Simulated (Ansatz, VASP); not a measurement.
Two plane-wave programs on TiAl3

```xyz
4
Lattice="2.8117 -0.0197 -0.0187 -0.0324 4.6422 -0.0101 -0.0322 -0.0106 4.9349" Properties=species:S:1:pos:R:3 pbc="T T T"
Ti   -0.0967    2.2666    0.8643
Al    1.3766    2.4141    3.3142
Al    1.3202    0.1818    1.5121
Al   -0.0136   -0.0233    4.1765
```

Change from the starting cell: ecut displaced: 600 eV.

Alike in both runs: task single point; functional PBEsol; k mesh 10 × 6 × 6; occupations gaussian, width 0.1 eV; no spin polarisation.

```csv
,VASP,Ansatz
version,VASP 6.6.1,Ansatz 0.2.0
potentials or method,"VASP PAW PBE potentials, release 64 (Ti_sv, Al), cutoff 520 eV","scalar-relativistic, plane waves, PAW"
valence electrons in the cell,21,21
```

```csv
,VASP,Ansatz,Ansatz less VASP
gap on the k mesh at the Fermi level (eV),none,none,-
pressure (GPa),1.0,0.9,-0.05
"traceless stress, the component that is largest in VASP (GPa)",2.53,2.54,+0.003
rms of the force components (eV/Å),0.769,0.766,-0.0027
```

VASP's potentials were made for PBE, not for PBEsol. Atom by atom the forces differ by 0.003 eV/Å (rms over components). A gap of «none» marks a metal or a gap that the smearing closes. With one functional, cell and mesh, what is left measures potentials, basis and numerics.
